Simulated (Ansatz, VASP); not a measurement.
# BaTiO3 in VASP and in Ansatz

File INCAR:

```
ALGO = Normal
EDIFF = 1E-7
ENCUT = 520
GGA = PE
ISIF = 2
ISMEAR = 0
LASPH = True
LCHARG = False
LDAU = True
LDAUJ = 0 0 0
LDAUL = -1 2 -1
LDAUPRINT = 1
LDAUTYPE = 2
LDAUU = 0 3 0
LMAXMIX = 4
LREAL = False
LWAVE = False
NBANDS = 28
NELM = 150
PREC = Accurate
SIGMA = 0.01
```

File KPOINTS:

```
k-points
0
Gamma
  6 6 6
```

File POSCAR:

```
BaTiO3
1.0
    3.9998000000      0.0000000000      0.0000000000
    0.0000000000      3.9998000000      0.0000000000
    0.0000000000      0.0000000000      4.0180000000
Ba Ti O
1 1 3
Direct
    0.0000000000      0.0000000000      0.0000000000
    0.5000000000      0.5000000000      0.4900000000
    0.5000000000      0.5000000000      0.0190000000
    0.5000000000      0.0000000000      0.5170000000
    0.0000000000      0.5000000000      0.5170000000
```

Input for Ansatz:

```yaml
crystal:
  lattice:
    - [3.9998, 0.0, 0.0]
    - [0.0, 3.9998, 0.0]
    - [0.0, 0.0, 4.018]
  atoms:
    - { symbol: Ba, position: [0.0, 0.0, 0.0] }
    - { symbol: Ti, position: [0.5, 0.5, 0.49] }
    - { symbol: O, position: [0.5, 0.5, 0.019] }
    - { symbol: O, position: [0.5, 0.0, 0.517] }
    - { symbol: O, position: [0.0, 0.5, 0.517] }
kpoints:
  mp_grid:
    grid: [6, 6, 6]
hamiltonian:
  xc: pbe
  hubbard:
    - { species: Ti, l: d, u_eff: 3.0 }
scf:
  occupations:
    method: fixed
output:
  eigenvalues: true
```

Alike in both runs: task single point; functional PBE; k mesh 6 × 6 × 6; no spin polarisation; Hubbard terms Ti d U = 3.0 eV.

|  | VASP | Ansatz |
| --- | --- | --- |
| version | VASP 6.6.1 | Ansatz 0.2.0 |
| potentials or method | VASP PAW PBE potentials, release 64 (Ba_sv, Ti_sv, O) | plane waves, PAW |
| plane-wave cutoff (eV) | 520 | 420 |
| occupations | gaussian, width 0.01 eV | fixed |
| valence electrons in the cell | 40 | 40 |

Ansatz gave:

```
gap on the k mesh at the Fermi level (eV) : 2.17
```

Q: Which values does VASP return?

A: gap on the k mesh at the Fermi level (eV): 2.12.

The programs project onto different local orbitals, so the same U acts differently, and such runs can settle in different states.

Spin-orbit coupling is off throughout.
